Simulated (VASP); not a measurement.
# B (P4_2/mmc) in VASP: a series of runs

The runs below take B through single point, relaxation of cell and atoms, with PBE.

Everything below comes from runs of VASP 6.6.1. Logs are shortened: lines on timing, memory, paths and dates and some standing lists are left out, and cuts for length are marked.

**1. The cell of the first run**

Symmetry: P4_2/mmc, No. 131, tetragonal system. Conventional cell: a = 3.122 Å, b = 3.122 Å, c = 5.485 Å, α = 90.00°, β = 90.00°, γ = 90.00°. Within 2.2 Å of B (site symmetry 2mm) lie 3 B at 1.64 to 1.74 Å. B (site symmetry -4m2) has 4 B at 1.64 Å within 2.2 Å.

**2. Single point, PBE**

File INCAR:

```
PREC = Accurate
ENCUT = 520
EDIFF = 1E-7
ISMEAR = 0
SIGMA = 0.1
LREAL = False
LASPH = True
NELM = 60
ALGO = Normal
ISIF = 2
LWAVE = False
LCHARG = False
GGA = PE
NBANDS = 18
```

File KPOINTS:

```
regular mesh
0
Gamma
  6 6 4
```

File POSCAR:

```
B
1.0
    3.1216252595      0.0000000000      0.0000000000
    0.0000000000      3.1216252595      0.0000000000
    0.0000000000      0.0000000000      5.4854456465
B
6
Direct
    0.0000000000      0.5000000000      0.3414594381
    0.5000000000      0.0000000000      0.1585405619
    0.0000000000      0.5000000000      0.6585405619
    0.5000000000      0.0000000000      0.8414594381
    0.0000000000      0.0000000000      0.7500000000
    0.0000000000      0.0000000000      0.2500000000
```

Potentials or basis: VASP PAW PBE potentials, release 64 (B).

On the command line:

```sh
$ cat potpaw_PBE.64/B/POTCAR > POTCAR
$ mpirun -np 1 vasp_std > vasp.out
```

OUTCAR:

```text
PREC = Accurate
   ENCUT = 520
   EDIFF = 1E-7
   ISMEAR = 0
   LREAL = False
   LASPH = True
   NELM = 60
   ISIF = 2
   GGA = PE

 ion  position               nearest neighbor table
   1  0.000  0.500  0.341-   6 1.64   6 1.64   3 1.74
   2  0.500  0.000  0.159-   6 1.64   6 1.64   4 1.74
   3  0.000  0.500  0.659-   5 1.64   5 1.64   1 1.74
   4  0.500  0.000  0.841-   5 1.64   5 1.64   2 1.74
   5  0.000  0.000  0.750-   3 1.64   4 1.64   3 1.64   4 1.64
   6  0.000  0.000  0.250-   1 1.64   2 1.64   1 1.64   2 1.64

  LATTYP: Found a simple tetragonal cell.
 ALAT       =     3.1216252595
 C/A-ratio  =     1.7572402805

  Lattice vectors:

 A1 = (   3.1216252595,   0.0000000000,   0.0000000000)
 A2 = (   0.0000000000,   3.1216252595,   0.0000000000)
 A3 = (   0.0000000000,   0.0000000000,   5.4854456465)

Analysis of symmetry for initial positions (statically):
=====================================================================
 Subroutine PRICEL returns:
 Original cell was already a primitive cell.

 Routine SETGRP: Setting up the symmetry group for a
 simple tetragonal supercell.

 Subroutine GETGRP returns: Found 16 space group operations
 (whereof  8 operations were pure point group operations)
 out of a pool of 16 trial point group operations.

The static configuration has the point symmetry D_2h.
 The point group associated with its full space group is D_4h.

Analysis of symmetry for dynamics (positions and initial velocities):
=====================================================================
 Subroutine PRICEL returns:
 Original cell was already a primitive cell.

 Routine SETGRP: Setting up the symmetry group for a
 simple tetragonal supercell.

 Subroutine GETGRP returns: Found 16 space group operations
 (whereof  8 operations were pure point group operations)
 out of a pool of 16 trial point group operations.

The dynamic configuration has the point symmetry D_2h.
 The point group associated with its full space group is D_4h.

 Subroutine INISYM returns: Found 16 space group operations
 (whereof  8 operations are pure point group operations),
 and found     1 'primitive' translations

----------------------------------------------------------------------------------------

                                     Primitive cell

  volume of cell :      53.4532

  direct lattice vectors                    reciprocal lattice vectors
     3.121625260  0.000000000  0.000000000     0.320345947  0.000000000  0.000000000
     0.000000000  3.121625260  0.000000000     0.000000000  0.320345947  0.000000000
     0.000000000  0.000000000  5.485445646     0.000000000  0.000000000  0.182300594

  length of vectors
     3.121625260  3.121625260  5.485445646     0.320345947  0.320345947  0.182300594

  position of ions in fractional coordinates (direct lattice)
     0.000000000  0.500000000  0.341459438
     0.500000000  0.000000000  0.158540562
     0.000000000  0.500000000  0.658540562
     0.500000000  0.000000000  0.841459438
     0.000000000  0.000000000  0.750000000
     0.000000000  0.000000000  0.250000000

  ion indices of the primitive-cell ions
   primitive index   ion index
                 1           1
                 2           2
                 3           3
                 4           4
                 5           5
                 6           6

----------------------------------------------------------------------------------------

 KPOINTS: regular mesh

Automatic generation of k-mesh.
 Grid dimensions read from file:
 generate k-points for:    6    6    4

 Generating k-lattice:

  Cartesian coordinates                     Fractional coordinates (reciprocal lattice)
     0.053390991  0.000000000  0.000000000     0.166666667  0.000000000  0.000000000
     0.000000000  0.053390991  0.000000000     0.000000000  0.166666667  0.000000000
     0.000000000  0.000000000  0.045575149     0.000000000  0.000000000  0.250000000

  Length of vectors
     0.053390991  0.053390991  0.045575149

  Shift w.r.t. Gamma in fractional coordinates (k-lattice)
     0.000000000  0.000000000  0.000000000

 Subroutine IBZKPT returns following result:
 ===========================================

 Found     30 irreducible k-points:

 Following reciprocal coordinates:
            Coordinates               Weight
  0.000000  0.000000  0.000000      1.000000
  0.166667  0.000000  0.000000      4.000000
  0.333333  0.000000  0.000000      4.000000
  0.500000  0.000000  0.000000      2.000000
  0.166667  0.166667  0.000000      4.000000
  0.333333  0.166667  0.000000      8.000000
[... 16 lines left out ...]
  0.333333  0.000000  0.500000      4.000000
  0.500000  0.000000  0.500000      2.000000
 [... further k-points ...]
   k-points           NKPTS =     30   k-points in BZ     NKDIM =     30   number of bands    NBANDS=     18
   number of dos      NEDOS =    301   number of ions     NIONS =      6
   total plane-waves  NPLWV =  24192
   dimension x,y,z NGX =    24 NGY =   24 NGZ =   42
   dimension x,y,z NGXF=    48 NGYF=   48 NGZF=   84
   ions per type =               6
   NGX,Y,Z   is equivalent  to a cutoff of  12.78, 12.78, 12.73 a.u.
   NGXF,Y,Z  is equivalent  to a cutoff of  25.56, 25.56, 25.46 a.u.
 SYSTEM =  unknown system
   PREC   = accura    normal or accurate (medium, high low for compatibility)
   ISTART =      0    job   : 0-new  1-cont  2-samecut
   ICHARG =      2    charge: 1-file 2-atom 10-const
   ISPIN  =      1    spin polarized calculation?
   LNONCOLLINEAR =      F non collinear calculations
   LSORBIT =      F    spin-orbit coupling
   LASPH  =      T    aspherical Exc in radial PAW
   ENCUT  =  520.0 eV  38.22 Ry    6.18 a.u.   5.80  5.80 10.20*2*pi/ulx,y,z
   NELM   =     60;   NELMIN=  2; NELMDL= -5     # of ELM steps
   EDIFF  = 0.1E-06   stopping-criterion for ELM
   LREAL  =      F    real-space projection
   EDIFFG = 0.1E-05   stopping-criterion for IOM
   NSW    =      0    number of steps for IOM
   IBRION =     -1    ionic relax: 0-MD 1-quasi-New 2-CG
   NFREE  =      0    steps in history (QN), initial steepest desc. (CG)
   ISIF   =      2    stress and relaxation
   ISYM   =      2    0-nonsym 1-usesym 2-fastsym
   POTIM  = 0.5000    time-step for ionic-motion
   TEBEG  =    0.0;   TEEND  =   0.0 temperature during run
   PSTRESS=    0.0 pullay stress
   NELECT =      18.0000    total number of electrons
   NUPDOWN=      -1.0000    fix difference up-down
   EMIN   =  10.00;   EMAX   =-10.00  energy-range for DOS
   EFERMI =   0.00;   METHOD = LEGACY
   ISMEAR =     0;   SIGMA  =   0.10  broadening in eV -4-tet -1-fermi 0-gaus
   EFERMI_NEDOS =   21; number of points for ismear=-14 and -15
   IALGO  =     38    algorithm
   IMIX   =      4    mixing-type and parameters
     AMIX     =   0.40;   BMIX     =  1.00
     AMIX_MAG =   1.60;   BMIX_MAG =  1.00
  volume/ion in A,a.u.               =       8.91        60.12
  Fermi-wavevector in a.u.,A,eV,Ry     =   1.138958  2.152319 17.649833  1.297226
  Thomas-Fermi vector in A             =   2.275662
   LORBIT       =      0    0 simple, 1 ext, 2 COOP (PROOUT), +10 PAW based schemes
   GGA     = PE    functional components
   LHFCALC =     F    Hartree Fock is set to
   AEXX    =    0.0000 exact exchange contribution
   IVDW    =     0    specifies the selected vdW correction
   LEPSILON=     F    determine dielectric tensor
   LRPA    =     F    only Hartree local field effects (RPA)
 non-spin polarized calculation
 Gauss-broadening in eV      SIGMA  =   0.10
  energy-cutoff  :      520.00
  volume of cell :       53.45
 maximum number of plane-waves:      1456
 NGX is ok and might be reduce to    24
   NGX = 11   NGY = 11   NGZ = 21

 number of electron      18.0000001 magnetization

 Free energy of the ion-electron system (eV)
  ---------------------------------------------------
  ext. energy  EPLUGINS =         0.00000000
  ---------------------------------------------------
  free energy    TOTEN  =       -36.40476007 eV

  energy without entropy =      -36.39374087  energy(sigma->0) =      -36.39925047

 E-fermi :   4.5749     XC(G=0): -10.6527

 val. band max:        4.5180905202   @ k =   0.5000   0.1667   0.5000
 cond. band min:       4.5792594304   @ k =   0.3333   0.1667   0.2500
 fundamental gap:      0.0611689102
 Fermi energy:         4.5749182298

 k-point     1 :       0.0000    0.0000    0.0000
  band No.  band energies     occupation
      1      -9.4861      2.00000
      2      -6.5245      2.00000
      3      -4.6082      2.00000
      4      -0.4422      2.00000
      5      -0.4422      2.00000
      6       1.3142      2.00000
[... 10 lines left out ...]
     17      12.3691      0.00000
     18      12.3691      0.00000

 k-point     2 :       0.1667    0.0000    0.0000
  band No.  band energies     occupation
      1      -9.1761      2.00000
      2      -6.2378      2.00000
      3      -4.3785      2.00000
      4      -1.6748      2.00000
      5      -0.2105      2.00000
      6       0.2149      2.00000
[... 10 lines left out ...]
     17      11.5810      0.00000
     18      13.7176      0.00000

 k-point     3 :       0.3333    0.0000    0.0000
  band No.  band energies     occupation
      1      -8.2885      2.00000
      2      -5.4164      2.00000
      3      -4.5867      2.00000
      4      -2.8554      2.00000
      5      -1.7543      2.00000
      6       0.3419      2.00000
[... 10 lines left out ...]
     17      13.3160      0.00000
     18      14.8933      0.00000

 k-point     4 :       0.5000    0.0000    0.0000
  band No.  band energies     occupation
      1      -7.3670      2.00000
      2      -5.7873      2.00000
      3      -4.5612      2.00000
      4      -3.0605      2.00000
      5      -2.3523      2.00000
      6       0.0046      2.00000
[... 375 lines left out ...]
      4      -1.2051      2.00000
      5      -0.3605      2.00000
      6      -0.2729      2.00000
[... 10 lines left out ...]
     17      11.9279      0.00000
     18      12.4114      0.00000

 k-point    23 :       0.3333    0.0000    0.5000
  band No.  band energies     occupation
      1      -7.4468      2.00000
      2      -7.3115      2.00000
      3      -3.6851      2.00000
      4      -2.9707      2.00000
      5      -0.2832      2.00000
      6       0.4848      2.00000
[... 10 lines left out ...]
     17      13.2380      0.00000
     18      14.5540      0.00000

 k-point    24 :       0.5000    0.0000    0.5000
  band No.  band energies     occupation
      1      -6.7387      2.00000
      2      -6.1204      2.00000
      3      -5.3574      2.00000
      4      -4.1647      2.00000
      5      -0.1026      2.00000
      6       0.8472      2.00000
[... 10 lines left out ...]
     17      12.0545      0.00000
     18      16.1440      0.00000

 [... further k-points ...]

------------------------ aborting loop because EDIFF is reached ----------------------------------------

  FORCE on cell =-STRESS in cart. coord.  units (eV):
  Direction    XX          YY          ZZ          XY          YZ          ZX
  --------------------------------------------------------------------------------------
  -------------------------------------------------------------------------------------
  Total       -0.0017982     -0.0017982     -0.0200617     -0.0000000      0.0000000      0.0000000
  in kB       -0.0538997     -0.0538997     -0.6013189     -0.0000000      0.0000000      0.0000000
  external PRESSURE =      -0.2363728 kB  Pullay stress =       0.0000000 kB

 VOLUME and BASIS-vectors are now :
 -----------------------------------------------------------------------------
  energy-cutoff  :      520.00
  volume of cell :       53.45
      direct lattice vectors                 reciprocal lattice vectors
     3.121625260  0.000000000  0.000000000     0.320345947  0.000000000  0.000000000
     0.000000000  3.121625260  0.000000000     0.000000000  0.320345947  0.000000000
     0.000000000  0.000000000  5.485445646     0.000000000  0.000000000  0.182300594

 POSITION                                       TOTAL-FORCE (eV/Angst)
 -----------------------------------------------------------------------------------
      0.00000      1.56081      1.87306        -0.000000     -0.000000     -0.006037
      1.56081      0.00000      0.86967         0.000000      0.000000      0.006037
      0.00000      1.56081      3.61239         0.000000     -0.000000      0.006037
      1.56081      0.00000      4.61578         0.000000      0.000000     -0.006037
      0.00000      0.00000      4.11408         0.000000      0.000000      0.000000
      0.00000      0.00000      1.37136        -0.000000      0.000000      0.000000
 -----------------------------------------------------------------------------------
    total drift:                                0.000000      0.000000      0.000000

  FREE ENERGIE OF THE ION-ELECTRON SYSTEM (eV)
  ---------------------------------------------------
  free  energy   TOTEN  =       -36.4047600689 eV

  energy  without entropy=      -36.3937408720  energy(sigma->0) =      -36.39925047
```

Wall time 18 s (1 thread of AMD EPYC 7R13 (Zen 3), shared host); peak memory 0.13 GiB.

What came out:

| Item | Value |
| --- | --- |
| Free energy | -36.4048 eV |
| Pressure | 0.0 GPa |
| Largest force | 0.006 eV/Å |
| Band gap on the k mesh | zero (band 9 reaches 7.06 eV, above the bottom of band 10 at 1.76 eV) |

Forces on the atoms (eV/Å):
```
B    0.000  0.000 -0.006
B    0.000  0.000  0.006
B    0.000  0.000  0.006
B    0.000  0.000 -0.006
B    0.000  0.000  0.000
B    0.000  0.000  0.000
```

**3. Relaxation of cell and atoms, PBE**

This run uses another cell than the first one, of 8.17 Å³/atom, 0.918 times its volume.

File INCAR:

```
PREC     = Accurate       # precision mode
ENCUT    = 600            # plane-wave cutoff, eV
EDIFF    = 1E-6           # SCF threshold, eV
ISMEAR   = 0              # smearing method
SIGMA    = 0.1            # smearing width, eV
LREAL    = F              # projectors in reciprocal space
LASPH    = T              # aspherical terms in the spheres
NELM     = 100            # most SCF steps
ALGO     = Normal         # electronic algorithm
ISIF     = 3              # what is computed and relaxed
LWAVE    = F              # write WAVECAR
LCHARG   = F              # write CHGCAR
GGA      = PE             # functional
IBRION   = 2              # ionic algorithm
NSW      = 90             # ionic steps
EDIFFG   = -0.04          # ionic threshold
```

File KPOINTS:

```
Automatic mesh
0
Gamma
  6 6 4
```

File POSCAR:

```
B
1.0
    2.6862660400      0.0000000000      0.0000000000
    0.0000000000      2.6862660400      0.0000000000
    0.0000000000      0.0000000000      6.7968575600
B
6
Direct
    0.0000000000      0.5000000000      0.3813569400
    0.5000000000      0.0000000000      0.1186430600
    0.0000000000      0.5000000000      0.6186430600
    0.5000000000      0.0000000000      0.8813569400
    0.0000000000      0.0000000000      0.7500000000
    0.0000000000      0.0000000000      0.2500000000
```

Potentials or basis: VASP PAW PBE potentials, release 64 (B).

On the command line:

```sh
$ cat potpaw_PBE.64/B/POTCAR > POTCAR
$ mpirun -np 1 vasp_std > vasp.out
```

It took 4.6 min on 1 thread of AMD EPYC 7R13 (Zen 3), shared host; peak memory 0.14 GiB.

The run converged. Its results:

- Free energy: -36.4042 eV
- Relaxed volume: 8.91 Å³/atom
- Relaxed cell: a = 3.123 Å, b = 3.123 Å, c = 5.483 Å, α = 90.00°, β = 90.00°, γ = 90.00°
- Space group after relaxing (to 0.05 Å): P4_2/mmc (No. 131)
- Energy gained by relaxing: 564.7 meV/atom
- Ionic steps: 30
- Pressure after relaxing: -0.2 GPa
- Largest force after relaxing: 0.021 eV/Å
- Band gap on the k mesh: zero (band 9 reaches 7.06 eV, above the bottom of band 10 at 1.76 eV)

Forces on the atoms (eV/Å):
```
B    0.000  0.000  0.021
B    0.000  0.000 -0.021
B    0.000  0.000 -0.021
B    0.000  0.000  0.021
B    0.000  0.000  0.000
B    0.000  0.000  0.000
```

Stress tensor (GPa, compression positive):
```
-0.21  0.00  0.00
 0.00 -0.21  0.00
 0.00  0.00 -0.12
```

The path:
| step | energy change (eV) | largest force (eV/Å) | pressure (GPa) | volume (Å³) |
| --- | --- | --- | --- | --- |
| 1 | 0.0000 | 0.5456 | 33.37 | 49.05 |
| 2 | -0.8183 | 0.1190 | -7.92 | 62.15 |
| 3 | -0.9016 | 0.1687 | -0.56 | 58.60 |
| 4 | -1.0940 | 0.8381 | -0.98 | 59.37 |
| 5 | -1.8764 | 3.2451 | -6.02 | 61.13 |
| 6 | 0.3633 | 9.0222 | -3.45 | 61.77 |
| 7 | -1.8596 | 4.4788 | -6.52 | 61.57 |
| 8 | -1.8788 | 4.5022 | -6.75 | 61.64 |
| 9 | -1.9296 | 4.5749 | -7.36 | 61.82 |
| 10 | -1.9966 | 4.5921 | -8.52 | 62.16 |
| 11 | -1.9613 | 4.3602 | -10.62 | 62.76 |
| 12 | -2.0028 | 4.5217 | -9.29 | 62.39 |
| 13 | -2.0851 | 4.2706 | -9.64 | 62.33 |
| 14 | -2.3066 | 3.5672 | -10.60 | 62.13 |
| 15 | -2.6496 | 2.3827 | -12.21 | 61.74 |
| 16 | -2.9985 | 0.4892 | -14.14 | 60.96 |
| 17 | -3.0407 | 0.0162 | -14.69 | 60.65 |
| 18 | -3.0491 | 0.2302 | -15.00 | 60.47 |
| 19 | -3.1371 | 0.2123 | -13.16 | 59.47 |
| 20 | -3.3195 | 0.1684 | -6.77 | 56.55 |
| 21 | -3.2537 | 0.1338 | 10.76 | 50.99 |
| 22 | -3.3679 | 0.1378 | -0.93 | 54.39 |
| 23 | -3.3681 | 0.1364 | -0.50 | 54.25 |
| 24 | -3.3744 | 0.0430 | -0.34 | 54.14 |
| 25 | -3.3802 | 0.1619 | 0.06 | 53.92 |
| 26 | -3.3803 | 0.1821 | 0.09 | 53.90 |
| 27 | -3.3826 | 0.1516 | -0.09 | 53.87 |
| 28 | -3.3870 | 0.0494 | -0.64 | 53.80 |
| 29 | -3.3874 | 0.0091 | -0.89 | 53.76 |
| 30 | -3.3882 | 0.0213 | -0.18 | 53.49 |

Final structure:
```
B
1.0
     3.12324    0.00000    0.00000
     0.00000    3.12324    0.00000
     0.00000    0.00000    5.48314
B
6
Direct
  0.00000 0.50000 0.34124
  0.50000 0.00000 0.15876
  0.00000 0.50000 0.65876
  0.50000 0.00000 0.84124
  0.00000 0.00000 0.75000
  0.00000 0.00000 0.25000
```

Levels at points of the mesh, in eV from the Fermi level:
```tsv
k point	band 4	band 5	band 6	band 7	band 8	band 9	band 10	band 11	band 12	band 13
(0.00, 0.00, 0.00)	-5.03	-5.03	-3.27	-3.27	-1.82	1.57	1.58	3.20	3.20	3.29
(0.50, 0.00, 0.00)	-7.64	-6.93	-4.57	-3.90	-2.26	1.61	1.93	2.07	2.72	4.32
(0.50, 0.50, 0.00)	-7.39	-6.00	-6.00	-4.80	-4.11	-2.82	-2.82	-1.69	1.60	2.17
(0.00, 0.00, 0.50)	-5.60	-4.61	-4.61	-3.94	-3.94	2.24	2.24	3.73	3.73	4.28
(0.50, 0.00, 0.50)	-8.74	-4.67	-3.74	-3.04	-2.51	-1.60	1.50	1.72	4.33	5.00
(0.50, 0.50, 0.50)	-8.49	-6.64	-6.64	-3.75	-3.75	-1.99	-1.99	-0.96	-0.96	5.46
```

Caveat: the k points lie up to 0.34 Å⁻¹ apart in the final cell.
